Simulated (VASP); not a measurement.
Runs of VASP 6.6.1 on Zr. The structure is that of space group P6_3/mmc (No. 194), or close to it. The cells are those of the table. 

```csv
task,cell,gap on the mesh (eV),pressure (GPa)
electric field gradients,"a = 3.188, b = 3.188, c = 5.077 Å, angles 90.0, 90.0, 120.0°, 2 atoms",none,-2.4
single point,"a = 3.166, b = 3.166, c = 5.042 Å, angles 90.0, 90.0, 120.0°, 2 atoms",none,-0.3
electric field gradients,"a = 3.166, b = 3.166, c = 5.042 Å, angles 90.0, 90.0, 120.0°, 2 atoms",none,-0.3
electric field gradients,"a = 3.264, b = 3.264, c = 5.147 Å, angles 90.0, 90.0, 120.0°, 2 atoms",none,-7.6
electric field gradients,"a = 3.232, b = 3.232, c = 5.096 Å, angles 90.0, 90.0, 120.0°, 2 atoms",none,-5.1
single point,"a = 3.275, b = 3.275, c = 5.215 Å, angles 90.0, 90.0, 120.0°, 2 atoms",none,-9.1
single point,"a = 3.295, b = 3.295, c = 5.248 Å, angles 90.0, 90.0, 120.0°, 2 atoms",none,(a)
electric field gradients,"a = 3.275, b = 3.275, c = 5.215 Å, angles 90.0, 90.0, 120.0°, 2 atoms",none,-9.1
```

Alike in all rows: level LDA; potentials or basis VASP PAW LDA potentials, release 64 (Zr_sv); no spin polarisation; k mesh 13 × 13 × 7; cutoff (eV) 520; smearing fermi-dirac 0.03 eV.

Problem. Estimate the missing entries.

Solution. (a) -10.4.

Caveats: the cell stands under tension (at least some runs).

A k mesh can miss the band edges, and the runs leave out spin-orbit coupling on Zr.

A gap of «none» marks levels without a gap at the run's occupations.
